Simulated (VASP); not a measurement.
ZrSiO, 6 atoms in the cell. It takes space group P4/nmm (No. 129, tetragonal). The conventional cell has a = 3.252 Å, b = 3.252 Å, c = 7.202 Å, α = 90.00°, β = 90.00°, γ = 90.00°. Within 2.9 Å of Zr (site symmetry 4mm) lie 5 O at 2.18 to 2.37 Å and 4 Si at 2.75 Å. Within 3.0 Å of Si (site symmetry -4m2) lie 4 Si at 2.30 Å and 4 Zr at 2.75 Å. Within 2.9 Å of O (site symmetry 4mm) lie 5 Zr at 2.18 to 2.37 Å and 4 O at 2.80 Å. 

```yaml
Program: VASP 6.6.1
Task: single point
Functional: PBE
Potentials_or_basis: VASP PAW PBE potentials, release 64 (Zr_sv, Si, O)
Cutoff: 520 eV
k_mesh: 8 × 8 × 4
Occupations: fermi-dirac, width 0.05 eV
Spin: no spin polarisation
Dipole_correction: no
Further_INCAR_settings: ALGO = Normal; EDIFF = 1e-07; NBANDS = 31
```

Potentials or basis: VASP PAW PBE potentials, release 64 (Zr_sv, Si, O).

The run is started by

```sh
$ cat potpaw_PBE.64/Zr_sv/POTCAR potpaw_PBE.64/Si/POTCAR potpaw_PBE.64/O/POTCAR > POTCAR
$ mpirun -np 1 vasp_std > vasp.out
```

Hardware: 1 thread of AMD EPYC 7R43 64-Core Processor (Zen 3), with other jobs on the host.

Task: Estimate the wall time of this run.

Result: Run time: 83 s on 1 thread of AMD EPYC 7R43 64-Core Processor (Zen 3), with other jobs on the host, peak memory 0.21 GiB. Counts: scf iterations 16, k points 45.
